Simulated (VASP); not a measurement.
Write the native input for VASP 6.6.1 that does the following.

- Task: single point
- Functional: PBE
- Potentials or basis: VASP PAW PBE potentials, release 64 (H)
- Cutoff: 520 eV
- k mesh: 8 × 8 × 8
- Occupations: gaussian, width 0.05 eV
- Spin: no spin polarisation
- Dipole correction: no
- Further INCAR settings: ALGO = Normal; EDIFF = 1e-07; NBANDS = 8

The structure of H lies in POSCAR:

```
H
1.0
   -1.8386375460      1.8386375460      2.2855640979
    1.8386375460     -1.8386375460      2.2855640979
    1.8710977296      1.8710977296     -2.2855640979
H
2
Direct
    0.9178910720      0.9178910720      0.0000000000
    0.0821089280      0.0821089280      0.0000000000
```

This cell differs from its parent crystal: strain +0.0175 x Voigt [0, 0, 0, 0, 0, 1].

These files were run (other wordings do the same):

INCAR

```
SYSTEM = H
  PREC = Accurate
  ENCUT = 520
  EDIFF = 1E-7
  ISMEAR = 0
  SIGMA = 0.05
  LREAL = .FALSE.
  LASPH = .TRUE.
  NELM = 100
  ALGO = Normal
  ISIF = 2
  LWAVE = .FALSE.
  LCHARG = .FALSE.
  GGA = PE
  NBANDS = 8
```

KPOINTS

```
Automatic mesh
0
G
  8 8 8
  0 0 0
```

Potentials or basis: VASP PAW PBE potentials, release 64 (H).

Run with:

```bash
$ cat potpaw_PBE.64/H/POTCAR > POTCAR
$ mpirun -np 1 vasp_std > vasp.out
```

Results of the run:

The pressure is -0.2 GPa and the largest force is 0.009 eV/Å. The band gap on the k mesh is 9.28 eV, indirect (least direct gap 9.75 eV).

Caveat: the cell differs from its parent crystal (strain +0.0175 x Voigt [0, 0, 0, 0, 0, 1]).

It took 37 s on 1 thread of AMD EPYC 7R43 64-Core Processor (Zen 3), on a shared host, peak memory 0.11 GiB.
